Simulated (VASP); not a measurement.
Wanted: the native input for a VASP 6.6.1 run.

| Property | Result |
| --- | --- |
| Task | single point |
| Functional | PBEsol |
| Potentials or basis | VASP PAW PBE potentials, release 64 (Pt) |
| Cutoff | 520 eV |
| k mesh | 8 × 8 × 8 |
| Occupations | fermi-dirac, width 0.1 eV |
| Spin | no spin polarisation |
| Dipole correction | no |
| Further INCAR settings | ALGO = Normal; EDIFF = 1e-07; NBANDS = 22 |

The structure of Pt lies in POSCAR:

```
Pt
1.0
   -1.9719360000      1.9719360000      3.9157340000
    1.9719360000     -1.9719360000      3.9157340000
    1.9719360000      1.9719360000     -3.9157340000
Pt
3
Direct
    0.7500000000      0.2500000000      0.5000000000
    0.2500000000      0.7500000000      0.5000000000
    0.5000000000      0.5000000000      0.0000000000
```

One way to write it, as run:

INCAR

```
SYSTEM = Pt
  ALGO = Normal
  EDIFF = 1E-7
  ENCUT = 520
  GGA = PS
  ISIF = 2
  ISMEAR = -1
  LASPH = .TRUE.
  LCHARG = .TRUE.
  LELF = .TRUE.
  LREAL = .FALSE.
  LVHAR = .TRUE.
  LWAVE = .FALSE.
  NBANDS = 22
  NELM = 80
  PREC = Accurate
  SIGMA = 0.1
```

KPOINTS

```
k-points
0
G
  8 8 8
  0 0 0
```

Potentials or basis: VASP PAW PBE potentials, release 64 (Pt).

The run is started by

```sh
$ cat potpaw_PBE.64/Pt/POTCAR > POTCAR
$ mpirun -np 1 vasp_std > vasp.out
```

It gave:

- Pressure: -22.6 GPa
- Band gap on the k mesh: zero (band 15 reaches 6.68 eV, above the bottom of band 16 at 6.31 eV)

Caveat: the PAW data sets were made with another functional, which shifts forces and pressure a little; spin-orbit coupling is left out, which moves the levels of the heavy elements.

Wall time 49 s on 1 thread of Intel(R) Xeon(R) Platinum 8488C (Sapphire Rapids), with other jobs on the host, peak memory 0.23 GiB.
